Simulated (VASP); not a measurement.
# KF (I4/mmm) in VASP: notebook

KF is run at these levels: r2SCAN; tasks: single point.

Everything below comes from runs of VASP 6.6.1. Logs are shortened: lines on timing, memory, paths and dates and some standing lists are left out, and cuts for length are marked.

### Step 1. The cell of the first run

The structure is tetragonal, space group I4/mmm (No. 139). Conventional cell: a = 3.798 Å, b = 3.798 Å, c = 5.299 Å, α = 90.00°, β = 90.00°, γ = 90.00°. K (site symmetry 4/mmm) has 6 F at 2.65 to 2.69 Å within 3.5 Å. F (site symmetry 4/mmm) has 6 K at 2.65 to 2.69 Å within 3.5 Å.

### Step 2. Single point, r2SCAN (film at in-plane strain +0.01)

Contents of POSCAR:

```
KF
1.0
    2.6853830942      2.6853830942      0.0000000000
   -2.6853830942      2.6853830942      0.0000000000
    0.0000000000      2.6853830942      2.6495649771
K F
1 1
Direct
    0.0000000000      0.0000000000      0.0000000000
    0.5000000000      0.5000000000      0.0000000000
```

Contents of INCAR.step1:

```
  PREC = Accurate
  ENCUT = 520
  ISMEAR = 0
  SIGMA = 0.01
  LREAL = False
  LASPH = True
  NELM = 60
  NBANDS = 15
  GGA = PE
  ALGO = Normal
  EDIFF = 1E-4
  LWAVE = True
  LCHARG = False
```

Contents of INCAR.step2:

```
  PREC = Accurate
  ENCUT = 520
  EDIFF = 1E-6
  ISMEAR = 0
  SIGMA = 0.01
  LREAL = False
  LASPH = True
  NELM = 60
  ALGO = Normal
  ISIF = 2
  LWAVE = False
  LCHARG = True
  METAGGA = R2SCAN
  LMIXTAU = True
  LELF = True
  LVHAR = True
  NBANDS = 15
  ISTART = 1
```

Contents of KPOINTS:

```
regular mesh
0
Gamma
  8 8 8
```

Potentials or basis: VASP PAW PBE potentials, release 64 (K_sv, F).

The run is started by

```console
$ cat potpaw_PBE.64/K_sv/POTCAR potpaw_PBE.64/F/POTCAR > POTCAR
$ cp INCAR.step1 INCAR
$ mpirun -np 1 vasp_std > vasp.out
$ cp INCAR.step2 INCAR
$ mpirun -np 1 vasp_std > vasp.out
```

OUTCAR:

```text
PREC = Accurate
   ENCUT = 520
   EDIFF = 1E-6
   ISMEAR = 0
   LREAL = False
   LASPH = True
   NELM = 60
   ISIF = 2
   METAGGA = R2SCAN
   ISTART = 1

 ion  position               nearest neighbor table
   1  0.000  0.000  0.000-   2 2.65   2 2.65   2 2.69   2 2.69   2 2.69   2 2.69
   2  0.500  0.500  0.000-   1 2.65   1 2.65   1 2.69   1 2.69   1 2.69   1 2.69

  LATTYP: Found a body centered tetragonal cell.
 ALAT       =     3.7977051920
 C/A-ratio  =     1.3953505305

  Lattice vectors:

 A1 = (   2.6853830942,   0.0000000000,  -2.6495649771)
 A2 = (  -2.6853830942,   0.0000000000,  -2.6495649771)
 A3 = (   0.0000000000,   2.6853830942,   2.6495649771)

Analysis of symmetry for initial positions (statically):
=====================================================================
 Subroutine PRICEL returns:
 Original cell was already a primitive cell.

 Routine SETGRP: Setting up the symmetry group for a
 body centered tetragonal supercell.

 Subroutine GETGRP returns: Found 16 space group operations
 (whereof 16 operations were pure point group operations)
 out of a pool of 16 trial point group operations.

The static configuration has the point symmetry D_4h.

Analysis of symmetry for dynamics (positions and initial velocities):
=====================================================================
 Subroutine PRICEL returns:
 Original cell was already a primitive cell.

 Routine SETGRP: Setting up the symmetry group for a
 body centered tetragonal supercell.

 Subroutine GETGRP returns: Found 16 space group operations
 (whereof 16 operations were pure point group operations)
 out of a pool of 16 trial point group operations.

The dynamic configuration has the point symmetry D_4h.

 Subroutine INISYM returns: Found 16 space group operations
 (whereof 16 operations are pure point group operations),
 and found     1 'primitive' translations

----------------------------------------------------------------------------------------

                                     Primitive cell

  volume of cell :      38.2135

  direct lattice vectors                    reciprocal lattice vectors
     2.685383094  2.685383094  0.000000000     0.186193173  0.186193173 -0.188710224
    -2.685383094  2.685383094  0.000000000    -0.186193173  0.186193173 -0.188710224
     0.000000000  2.685383094  2.649564977     0.000000000  0.000000000  0.377420448

  length of vectors
     3.797705192  3.797705192  3.772462979     0.323955775  0.323955775  0.377420448

  position of ions in fractional coordinates (direct lattice)
     0.000000000  0.000000000  0.000000000
     0.500000000  0.500000000  0.000000000

  ion indices of the primitive-cell ions
   primitive index   ion index
                 1           1
                 2           2

----------------------------------------------------------------------------------------

 KPOINTS: regular mesh

Automatic generation of k-mesh.
 Grid dimensions read from file:
 generate k-points for:    8    8    8

 Generating k-lattice:

  Cartesian coordinates                     Fractional coordinates (reciprocal lattice)
     0.023274147  0.023274147 -0.023588778     0.125000000  0.000000000  0.000000000
    -0.023274147  0.023274147 -0.023588778     0.000000000  0.125000000  0.000000000
     0.000000000  0.000000000  0.047177556     0.000000000  0.000000000  0.125000000

  Length of vectors
     0.040494472  0.040494472  0.047177556

  Shift w.r.t. Gamma in fractional coordinates (k-lattice)
     0.000000000  0.000000000  0.000000000

 Subroutine IBZKPT returns following result:
 ===========================================

 Found     59 irreducible k-points:

 Following reciprocal coordinates:
            Coordinates               Weight
  0.000000  0.000000  0.000000      1.000000
  0.125000  0.000000 -0.000000      8.000000
  0.250000  0.000000 -0.000000      8.000000
  0.375000  0.000000 -0.000000      8.000000
  0.500000  0.000000 -0.000000      4.000000
  0.125000  0.125000 -0.000000      8.000000
[... 16 lines left out ...]
  0.250000  0.000000  0.125000      4.000000
  0.375000  0.000000  0.125000      8.000000
 [... further k-points ...]
   k-points           NKPTS =     59   k-points in BZ     NKDIM =     59   number of bands    NBANDS=     15
   number of dos      NEDOS =    301   number of ions     NIONS =      2
   total plane-waves  NPLWV =  21952
   dimension x,y,z NGX =    28 NGY =   28 NGZ =   28
   dimension x,y,z NGXF=    56 NGYF=   56 NGZF=   56
   ions per type =               1   1
   NGX,Y,Z   is equivalent  to a cutoff of  12.26, 12.26, 12.34 a.u.
   NGXF,Y,Z  is equivalent  to a cutoff of  24.51, 24.51, 24.68 a.u.
 SYSTEM =  unknown system
   PREC   = accura    normal or accurate (medium, high low for compatibility)
   ISTART =      1    job   : 0-new  1-cont  2-samecut
   ICHARG =      0    charge: 1-file 2-atom 10-const
   ISPIN  =      1    spin polarized calculation?
   LNONCOLLINEAR =      F non collinear calculations
   LSORBIT =      F    spin-orbit coupling
   LASPH  =      T    aspherical Exc in radial PAW
   ENCUT  =  520.0 eV  38.22 Ry    6.18 a.u.   7.06  7.06  7.01*2*pi/ulx,y,z
   NELM   =     60;   NELMIN=  2; NELMDL=  0     # of ELM steps
   EDIFF  = 0.1E-05   stopping-criterion for ELM
   LREAL  =      F    real-space projection
   EDIFFG = 0.1E-04   stopping-criterion for IOM
   NSW    =      0    number of steps for IOM
   IBRION =     -1    ionic relax: 0-MD 1-quasi-New 2-CG
   NFREE  =      0    steps in history (QN), initial steepest desc. (CG)
   ISIF   =      2    stress and relaxation
   ISYM   =      2    0-nonsym 1-usesym 2-fastsym
   POTIM  = 0.5000    time-step for ionic-motion
   TEBEG  =    0.0;   TEEND  =   0.0 temperature during run
   PSTRESS=    0.0 pullay stress
   NELECT =      16.0000    total number of electrons
   NUPDOWN=      -1.0000    fix difference up-down
   EMIN   =  10.00;   EMAX   =-10.00  energy-range for DOS
   EFERMI =   0.00;   METHOD = LEGACY
   ISMEAR =     0;   SIGMA  =   0.01  broadening in eV -4-tet -1-fermi 0-gaus
   EFERMI_NEDOS =   21; number of points for ismear=-14 and -15
   IALGO  =     38    algorithm
   IMIX   =      4    mixing-type and parameters
     AMIX     =   0.40;   BMIX     =  1.00
     AMIX_MAG =   1.60;   BMIX_MAG =  1.00
  volume/ion in A,a.u.               =      19.11       128.94
  Fermi-wavevector in a.u.,A,eV,Ry     =   1.224736  2.314415 20.408442  1.499978
  Thomas-Fermi vector in A             =   2.359800
   LORBIT       =      0    0 simple, 1 ext, 2 COOP (PROOUT), +10 PAW based schemes
   METAGGA = R2SCAN    functional components
   LHFCALC =     F    Hartree Fock is set to
   AEXX    =    0.0000 exact exchange contribution
   IVDW    =     0    specifies the selected vdW correction
   LEPSILON=     F    determine dielectric tensor
   LRPA    =     F    only Hartree local field effects (RPA)
 non-spin polarized calculation
 Gauss-broadening in eV      SIGMA  =   0.01
  energy-cutoff  :      520.00
  volume of cell :       38.21
 maximum number of plane-waves:      1044
   NGX = 15   NGY = 15   NGZ = 13

 number of electron      16.0000001 magnetization

 Free energy of the ion-electron system (eV)
  ---------------------------------------------------
  ext. energy  EPLUGINS =         0.00000000
  ---------------------------------------------------
  free energy    TOTEN  =       -14.97174840 eV

  energy without entropy =      -14.97174840  energy(sigma->0) =      -14.97174840

 E-fermi :  -3.2920     XC(G=0):  -8.8896

 val. band max:       -3.3398922590   @ k =   0.0000   0.0000   0.0000
 cond. band min:       3.4652022431   @ k =   0.0000   0.0000   0.0000
 fundamental gap:      6.8050945021
 Fermi energy:        -3.2919833517

 k-point     1 :       0.0000    0.0000    0.0000
  band No.  band energies     occupation
      1     -30.4820      2.00000
      2     -23.1430      2.00000
      3     -12.9705      2.00000
      4     -12.9705      2.00000
      5     -12.9658      2.00000
      6      -3.3609      2.00000
      7      -3.3609      2.00000
      8      -3.3399      2.00000
      9       3.4652      0.00000
     10       8.0695      0.00000
     11       8.0696      0.00000
     12       8.1467      0.00000
     13       9.8834      0.00000
     14      10.0247      0.00000
     15      13.8250      0.00000

 k-point     2 :       0.1250    0.0000   -0.0000
  band No.  band energies     occupation
      1     -30.4684      2.00000
      2     -23.1553      2.00000
      3     -13.0097      2.00000
      4     -12.9768      2.00000
      5     -12.9712      2.00000
      6      -3.4868      2.00000
      7      -3.4103      2.00000
      8      -3.3982      2.00000
      9       3.8965      0.00000
     10       7.7937      0.00000
     11       8.2869      0.00000
     12       8.3369      0.00000
     13      10.0294      0.00000
     14      10.1693      0.00000
     15      14.6450      0.00000

 k-point     3 :       0.2500    0.0000   -0.0000
  band No.  band energies     occupation
      1     -30.4353      2.00000
      2     -23.1854      2.00000
      3     -13.1065      2.00000
      4     -12.9918      2.00000
      5     -12.9810      2.00000
      6      -3.7705      2.00000
      7      -3.5272      2.00000
      8      -3.5216      2.00000
      9       4.9738      0.00000
     10       7.3871      0.00000
     11       8.8258      0.00000
     12       8.8760      0.00000
     13      10.4867      0.00000
     14      10.6114      0.00000
     15      15.9144      0.00000

 k-point     4 :       0.3750    0.0000   -0.0000
  band No.  band energies     occupation
      1     -30.4018      2.00000
      2     -23.2160      2.00000
      3     -13.2022      2.00000
      4     -13.0066      2.00000
      5     -12.9906      2.00000
      6      -4.0196      2.00000
      7      -3.6411      2.00000
      8      -3.6409      2.00000
      9       6.0280      0.00000
     10       7.4754      0.00000
     11       9.3357      0.00000
     12       9.4067      0.00000
     13      11.2981      0.00000
     14      11.3715      0.00000
     15      14.8196      0.00000
[... 307 lines left out ...]
 k-point    22 :       0.0000    0.0000    0.1250
  band No.  band energies     occupation
      1     -30.4634      2.00000
      2     -23.1593      2.00000
      3     -13.0018      2.00000
      4     -13.0018      2.00000
      5     -12.9780      2.00000
      6      -3.5840      2.00000
      7      -3.3799      2.00000
      8      -3.3799      2.00000
      9       4.0149      0.00000
     10       7.5009      0.00000
     11       8.4936      0.00000
     12       8.4937      0.00000
     13      10.0534      0.00000
     14      10.2171      0.00000
     15      14.9308      0.00000

 k-point    23 :       0.2500    0.0000    0.1250
  band No.  band energies     occupation
      1     -30.4491      2.00000
      2     -23.1701      2.00000
      3     -13.0483      2.00000
      4     -13.0303      2.00000
      5     -12.9700      2.00000
      6      -3.6773      2.00000
      7      -3.5110      2.00000
      8      -3.3766      2.00000
      9       4.5236      0.00000
     10       7.3966      0.00000
     11       8.5232      0.00000
     12       8.8489      0.00000
     13      10.2384      0.00000
     14      10.3873      0.00000
     15      15.6569      0.00000

 k-point    24 :       0.3750    0.0000    0.1250
  band No.  band energies     occupation
      1     -30.4165      2.00000
      2     -23.1950      2.00000
      3     -13.1490      2.00000
      4     -13.0659      2.00000
      5     -12.9854      2.00000
      6      -3.8885      2.00000
      7      -3.6203      2.00000
      8      -3.4629      2.00000
      9       5.5994      0.00000
     10       7.1644      0.00000
     11       9.0930      0.00000
     12       9.2712      0.00000
     13      10.6537      0.00000
     14      11.0784      0.00000
     15      15.7175      0.00000

 [... further k-points ...]

------------------------ aborting loop because EDIFF is reached ----------------------------------------

  FORCE on cell =-STRESS in cart. coord.  units (eV):
  Direction    XX          YY          ZZ          XY          YZ          ZX
  --------------------------------------------------------------------------------------
  -------------------------------------------------------------------------------------
  Total       -0.2025373     -0.2025373     -0.0084722      0.0000000     -0.0000000      0.0000000
  in kB       -8.4917780     -8.4917780     -0.3552144      0.0000000     -0.0000000      0.0000000
  external PRESSURE =      -5.7795901 kB  Pullay stress =       0.0000000 kB

 VOLUME and BASIS-vectors are now :
 -----------------------------------------------------------------------------
  energy-cutoff  :      520.00
  volume of cell :       38.21
      direct lattice vectors                 reciprocal lattice vectors
     2.685383094  2.685383094  0.000000000     0.186193173  0.186193173 -0.188710224
    -2.685383094  2.685383094  0.000000000    -0.186193173  0.186193173 -0.188710224
     0.000000000  2.685383094  2.649564977     0.000000000  0.000000000  0.377420448

 POSITION                                       TOTAL-FORCE (eV/Angst)
 -----------------------------------------------------------------------------------
      0.00000      0.00000      0.00000        -0.000000      0.000000      0.000000
      0.00000      2.68538      0.00000         0.000000     -0.000000      0.000000
 -----------------------------------------------------------------------------------
    total drift:                               -0.000000      0.000000      0.000000

  FREE ENERGIE OF THE ION-ELECTRON SYSTEM (eV)
  ---------------------------------------------------
  free  energy   TOTEN  =       -14.9717484011 eV

  energy  without entropy=      -14.9717484011  energy(sigma->0) =      -14.97174840
```

It took 69 s on 1 thread of Intel Xeon 6975P-C (Granite Rapids), shared host; peak memory 0.18 GiB.

Results:

```
Free energy            : -14.9717 eV
Pressure               : -0.6 GPa
Band gap on the k mesh : 6.81 eV
```

Caveat: the cell differs from its parent crystal (film at in-plane strain +0.01); the PAW data sets were made with another functional, which shifts forces and pressure a little.

(Part 1 of 2 ends here.)
